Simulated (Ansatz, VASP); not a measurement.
**IrO2 in VASP and in Ansatz**

The input INCAR:

```
SYSTEM = IrO2
PREC     = Accurate       ! precision mode
ENCUT    = 600            ! plane-wave cutoff, eV
EDIFF    = 1E-6           ! SCF threshold, eV
ISMEAR   = 0              ! smearing method
SIGMA    = 0.05           ! smearing width, eV
LREAL    = .False.        ! projectors in reciprocal space
LASPH    = .True.         ! aspherical terms in the spheres
NELM     = 200            ! most SCF steps
ALGO     = Normal         ! electronic algorithm
ISIF     = 2              ! what is computed and relaxed
LWAVE    = .False.        ! write WAVECAR
LCHARG   = .False.        ! write CHGCAR
ISPIN    = 2              ! spin polarisation
MAGMOM   = 1.4 1.4 0 0 0 0 ! initial moments
LORBIT   = 11             ! projections on sites
LMAXMIX  = 4              ! l up to which the mixer works
LDAU     = .True.         ! DFT+U
LDAUTYPE = 2            
LDAUL    = 2 -1           ! shell
LDAUU    = 3.2 0          ! U, eV
LDAUJ    = 0 0          
LDAUPRINT= 1            
GGA      = PE             ! functional
NBANDS   = 34             ! bands
GGA_COMPAT= .False.
```

Contents of KPOINTS:

```
Automatic mesh
0
Gamma
  5 5 7
  0 0 0
```

File POSCAR:

```
IrO2
1.0
    4.5051000000      0.0000000000      0.0000000000
    0.0000000000      4.5051000000      0.0000000000
    0.0000000000      0.0000000000      3.1586000000
Ir O
2 4
Direct
    0.0000000000      0.0000000000      0.0000000000
    0.5000000000      0.5000000000      0.5000000000
    0.3077000000      0.3077000000      0.0000000000
    0.1923000000      0.8077000000      0.5000000000
    0.6923000000      0.6923000000      0.0000000000
    0.8077000000      0.1923000000      0.5000000000
```

Input for Ansatz:

```yaml
crystal:
  lattice:
    - [4.5051, 0.0, 0.0]
    - [0.0, 4.5051, 0.0]
    - [0.0, 0.0, 3.1586]
  atoms:
    - { symbol: Ir, position: [0.0, 0.0, 0.0], spin: 1.4 }
    - { symbol: Ir, position: [0.5, 0.5, 0.5], spin: 1.4 }
    - { symbol: O, position: [0.3077, 0.3077, 0.0] }
    - { symbol: O, position: [0.1923, 0.8077, 0.5] }
    - { symbol: O, position: [0.6923, 0.6923, 0.0] }
    - { symbol: O, position: [0.8077, 0.1923, 0.5] }
magnetization:
  spin_polarized: true
hamiltonian:
  xc: pbe
  pseudopotentials: { kind: paw }
  hubbard: { sites: [{ species: Ir, l: d, u_eff: 3.2 }] }
basis:
  ecutwfc: 420
kpoints:
  mp_grid: { grid: [5, 5, 7] }
scf:
  occupations: { method: gaussian, width: 0.05 }
  lower_state_search: "off"
output:
  forces: true
  stress: true
```

Change from the starting cell: moments ++ scaled by 1.4, plain SCF.

Alike in both runs: task single point; functional PBE; k mesh 5 × 5 × 7; occupations gaussian, width 0.05 eV; collinear spin; Hubbard terms Ir d U = 3.2 eV.

|  | VASP | Ansatz |
| --- | --- | --- |
| version | VASP 6.6.1 | Ansatz 0.2.0 |
| potentials or method | VASP PAW PBE potentials, release 64 (Ir, O), cutoff 600 eV | PAW, plane waves, scalar-relativistic |
| valence electrons in the cell | 42 | 58 |

```csv
,VASP,Ansatz,Ansatz less VASP
pressure (GPa),5.7,6.5,+0.87
"traceless stress, the component that is largest in VASP (GPa)",0.28,0.02,-0.266
rms of the force components (eV/Å),0.020,0.018,-0.0019
net moment per atom (μB),0.18,0.10,-0.083
size of the moment on the site where the two differ most (μB),0.34,0.12,-0.223
```

Site moments also hang on the region over which each program counts them. The programs project onto different local orbitals, so the same U acts differently, and such runs can settle in different states. Atom by atom the forces differ by 0.037 eV/Å (rms over components). VASP's potentials hold 42 valence electrons a cell and Ansatz's 58, so a difference there can come from the potentials and not from the codes. Ansatz's warnings: filled band counts differ across k points.

Spin-orbit coupling is off throughout.
